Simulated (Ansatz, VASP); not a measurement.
## One calculation of Hf, two programs

INCAR

```
SYSTEM = Hf
ALGO     = Fast           ! electronic algorithm
EDIFF    = 1E-7           ! SCF threshold, eV
ENCUT    = 520            ! plane-wave cutoff, eV
GGA      = PE             ! functional
ISIF     = 2              ! what is computed and relaxed
ISMEAR   = 0              ! smearing method
LASPH    = .True.         ! aspherical terms in the spheres
LCHARG   = .False.        ! write CHGCAR
LREAL    = .False.        ! projectors in reciprocal space
LWAVE    = .False.        ! write WAVECAR
NBANDS   = 11             ! bands
NELM     = 80             ! most SCF steps
PREC     = Accurate       ! precision mode
SIGMA    = 0.1            ! smearing width, eV
```

The input KPOINTS:

```
k-points
0
Gamma
  8 8 8
  0 0 0
```

POSCAR

```
Hf
1.0
    0.0000000000      2.2464239819      2.2464239819
    2.2464239819      0.0000000000      2.2464239819
    2.2464239819      2.2464239819      0.0000000000
Hf
1
Direct
    0.0000000000      0.0000000000      0.0000000000
```

Input for Ansatz:

```yaml
crystal:
  lattice:
    - [0.0, 2.2464239818, 2.2464239818]
    - [2.2464239818, 0.0, 2.2464239818]
    - [2.2464239818, 2.2464239818, 0.0]
  atoms:
    - { symbol: Hf, position: [0.0, 0.0, 0.0] }
basis:
  ecutwfc: 420
kpoints:
  mp_grid: { grid: [8, 8, 8] }
hamiltonian:
  xc: pbe
scf:
  occupations: { method: gaussian, width: 0.1 }
output:
  forces: true
  stress: true
  eigenvalues: true
```

Alike in both runs: task single point; functional PBE; k mesh 8 × 8 × 8; occupations gaussian, width 0.1 eV; no spin polarisation.

```csv
,VASP,Ansatz
version,VASP 6.6.1,Ansatz 0.2.0
potentials or method,"VASP PAW PBE potentials, release 64 (Hf_pv), cutoff 520 eV","scalar-relativistic, plane waves, PAW"
valence electrons in the cell,10,26
```

```csv
,VASP,Ansatz,Ansatz less VASP
gap on the k mesh at the Fermi level (eV),none,none,-
pressure (GPa),-0.8,-0.4,+0.44
```

A gap of «none» marks a metal or a gap that the smearing closes. VASP's potentials hold 10 valence electrons a cell and Ansatz's 26, so a difference there can come from the potentials and not from the codes.

Neither program's run includes spin-orbit coupling.
